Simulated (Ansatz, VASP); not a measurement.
# Sc2BP3 in VASP and in Ansatz

```
Sc B P
1.0
     2.68226    1.54860    3.51315
    -2.68226    1.54860    3.51315
     0.00000   -3.09720    3.51315
Sc B P
2 1 3
Direct
  0.13590 0.13590 0.13590
  0.86410 0.86410 0.86410
  0.50000 0.50000 0.50000
  0.00000 0.50000 0.50000
  0.50000 0.00000 0.50000
  0.50000 0.50000 0.00000
```

Change from the starting cell: species swapped into the Sm2Fe3Ru type (R-3m, No. 166).

Alike in both runs: functional PBE; k mesh 6 × 6 × 6; occupations gaussian, width 0.1 eV; no spin polarisation.

Ansatz relaxed the structure, and its values are those at the end. VASP's run is a single point on that final structure, the one shown.

|  | VASP | Ansatz |
| --- | --- | --- |
| version | VASP 6.6.1 | Ansatz 0.2.0 |
| potentials or method | VASP PAW PBE potentials, release 64 (Sc_sv, B, P), cutoff 520 eV | scalar-relativistic, plane waves, PAW |
| valence electrons in the cell | 40 | 40 |

|  | VASP | Ansatz | Ansatz less VASP |
| --- | --- | --- | --- |
| gap on the k mesh at the Fermi level (eV) | none | none | - |
| pressure (GPa) | 0.1 | 0.0 | -0.13 |
| rms of the force components (eV/Å) | 0.008 | 0.001 | -0.0075 |

A gap of «none» marks a metal or a gap that the smearing closes. The functional is the same, so the differences come from potentials, cutoffs and numerics.
